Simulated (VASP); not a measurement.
Wanted: the native input for a VASP 6.6.1 run.

```yaml
Task: single point
Functional: PBE
Potentials_or_basis: VASP PAW PBE potentials, release 64 (Mn_pv, Te, S)
Cutoff: 520 eV
k_mesh: 3 × 3 × 2
Occupations: gaussian, width 0.15 eV
Spin: collinear spin, ferromagnetic start
Starting_moments: "[4.0, 4.0, 0.0, 0.0, 0.0, 0.0] μB"
Dipole_correction: no
Further_INCAR_settings: ALGO = Normal; EDIFF = 1e-06; NBANDS = 38
```

The structure of Mn2Te3S lies in POSCAR:

```
Mn2Te3S
1.0
    4.6850789719      0.0000000000      0.0000000000
    0.0000000000      4.6850789719      0.0000000000
    0.0000000000      0.0000000000      7.5411006187
Mn Te S
2 3 1
Direct
    0.0000000000      0.5000000000      0.8452685504
    0.5000000000      0.0000000000      0.1547314496
    0.5000000000      0.5000000000      0.0000000000
    0.0000000000      0.5000000000      0.4921257140
    0.5000000000      0.0000000000      0.5078742860
    0.0000000000      0.0000000000      0.0000000000
```

The cell was generated, and may not be a known phase.

These files were run (other wordings do the same):

INCAR

```
SYSTEM = Mn2Te3S
PREC = Accurate
ENCUT = 520
EDIFF = 1E-6
ISMEAR = 0
SIGMA = 0.15
LREAL = .False.
LASPH = .True.
NELM = 150
ALGO = Normal
ISIF = 2
LWAVE = .False.
LCHARG = .False.
ISPIN = 2
MAGMOM = 4 4 0 0 0 0
LORBIT = 11
LMAXMIX = 4
GGA = PE
NBANDS = 38
```

KPOINTS

```
regular mesh
0
Gamma
  3 3 2
  0 0 0
```

Potentials or basis: VASP PAW PBE potentials, release 64 (Mn_pv, Te, S).

Command:

```sh
$ cat potpaw_PBE.64/Mn_pv/POTCAR potpaw_PBE.64/Te/POTCAR potpaw_PBE.64/S/POTCAR > POTCAR
$ mpirun -np 1 vasp_std > vasp.out
```

Results of the run:

| Property | Result |
| --- | --- |
| Pressure | 0.2 GPa |
| Largest force | 0.019 eV/Å |
| Net moment | 8.18 μB per cell |
| Site moments | Mn +3.93; Te -0.11, -0.06 (each value once); S -0.07 μB |
| Valence electrons inside the program's atomic spheres | Mn 11.43; Te 3.48, 3.29 (each value once); S 3.65 |

Caveat: the k points lie up to 0.45 Å⁻¹ apart; the run started ferromagnetic, and an antiferromagnetic order may lie lower in energy.

Run time: 66 s on 1 thread of Oxide Virtual Turin-like Processor (shared host), peak memory 0.29 GiB.
